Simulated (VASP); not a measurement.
Set up this calculation in VASP 6.6.1, as the native input.

| Item | Value |
| --- | --- |
| Task | single point |
| Functional | LDA |
| Potentials or basis | VASP PAW LDA potentials, release 64 (Se) |
| Cutoff | 500 eV |
| k mesh | 6 × 6 × 6 |
| Occupations | gaussian, width 0.1 eV |
| Spin | no spin polarisation |
| Dipole correction | no |
| Further INCAR settings | ALGO = Normal; EDIFF = 1e-06; NBANDS = 9 |

The structure of Se lies in POSCAR:

```
Se
1.0
    2.8105630200      0.0000000000      0.0000000000
    0.0000000000      2.8105630200      0.0000000000
    0.0000000000      0.0000000000      2.8105630200
Se
1
Direct
    0.0000000000      0.0000000000      0.0000000000
```

This isn't the form of Se at room conditions, which is trigonal, of chains.

These files were run (other wordings do the same):

INCAR

```
SYSTEM = Se
ALGO = Normal
EDIFF = 1E-6
ENCUT = 500
GGA = CA
GGA_COMPAT = .False.
ISIF = 2
ISMEAR = 0
LASPH = .True.
LCHARG = .True.
LELF = .True.
LREAL = .False.
LVHAR = .True.
LWAVE = .False.
NBANDS = 9
NELM = 120
PREC = Accurate
SIGMA = 0.1
```

KPOINTS

```
k-points
0
Gamma
  6 6 6
  0 0 0
```

Potentials or basis: VASP PAW LDA potentials, release 64 (Se).

Command:

```sh
$ cat potpaw_LDA.64/Se/POTCAR > POTCAR
$ mpirun -np 1 vasp_std > vasp.out
```

Results of the run:

The pressure is -3.8 GPa and the band gap on the k mesh is zero (bands 3 and 4 overlap by 6.22 eV).

Caveat: the k points lie up to 0.37 Å⁻¹ apart, too coarse for converged energies and pressures of a metal.

Wall time 2.8 s on 1 thread of Intel(R) Xeon(R) Platinum 8259CL CPU @ 2.50GHz (Skylake/Cascade Lake) (shared host), peak memory 0.11 GiB.
